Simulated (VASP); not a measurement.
Crystal: TmI4.

```
CELL_PARAMETERS angstrom
-4.19594 4.19594 2.59351
4.19594 -4.19594 2.59351
4.19594 4.19594 -2.59351
ATOMIC_POSITIONS crystal
Tm 0.00000 0.00000 0.00000
I 0.20015 0.39883 0.59897
I 0.79985 0.60117 0.40103
I 0.39883 0.79985 0.19868
I 0.60117 0.20015 0.80132
```

The cell was generated, and may not be a known phase.

| Property | Result |
| --- | --- |
| Program | VASP 6.6.1 |
| Task | relaxation of cell and atoms |
| Functional | PBE |
| Potentials or basis | VASP PAW PBE potentials, release 64 (Tm_3, I), 4f in core |
| Cutoff | 500 eV |
| k mesh | 4 × 4 × 4 |
| Occupations | gaussian, width 0.2 eV |
| Spin | no spin polarisation |

At the start: pressure -3.0 GPa; volume 36.53 Å³/atom.

Problem. How do energy, volume and symmetry change on relaxing?

Solution. Over 14 steps the energy falls by 509.2 meV/atom and the volume is 48.94 Å³/atom (+34.0 %); space group I4/m (No. 87, to 0.1 Å) before and after.

The path:
```tsv
step	energy change (eV)	largest force (eV/Å)	pressure (GPa)	volume (Å³)
1	0.0000	0.6800	-3.05	182.64
2	-0.2839	0.5810	-0.29	164.88
3	-0.2971	0.5409	0.68	160.62
4	-0.3609	0.4000	0.59	161.30
5	-0.4300	0.1749	0.67	163.12
6	-0.5002	0.2365	0.21	166.46
7	-0.7895	0.3488	-0.68	176.31
8	-1.5988	0.2646	-1.52	195.02
9	-2.5034	0.0207	-0.01	226.77
10	-2.5316	0.1450	0.56	231.99
11	-2.4780	0.2870	1.45	237.29
12	-2.5234	0.2049	0.91	234.28
13	-1.9939	0.9684	-2.76	299.65
14	-2.5461	0.0725	-0.04	244.68
```

Final structure:
```
Tm I
1.0
    -5.71634    5.71634    1.87202
     5.71634   -5.71634    1.87202
     5.71634    5.71634   -1.87202
Tm I
1 4
Cartesian
  0.0000 0.0000 0.0000
  4.8980 3.2871 0.0000
  0.8183 2.4292 1.8720
  2.4292 -0.8183 1.8720
  3.2871 6.5347 0.0000
```

Caveat: the volume moved by over 15 % at a fixed basis, so the end points are rough; this functional lacks dispersion, which binds layers or chains, so the pressure and a relaxed spacing across them are unreliable; an odd number of electrons without spin polarisation forces a metal; a magnetic or distorted state may lie lower; the run has no spin polarisation, though such a crystal can be magnetic; the relaxation stopped at a loose force limit of 0.08 eV/Å, so its end isn't a converged minimum.
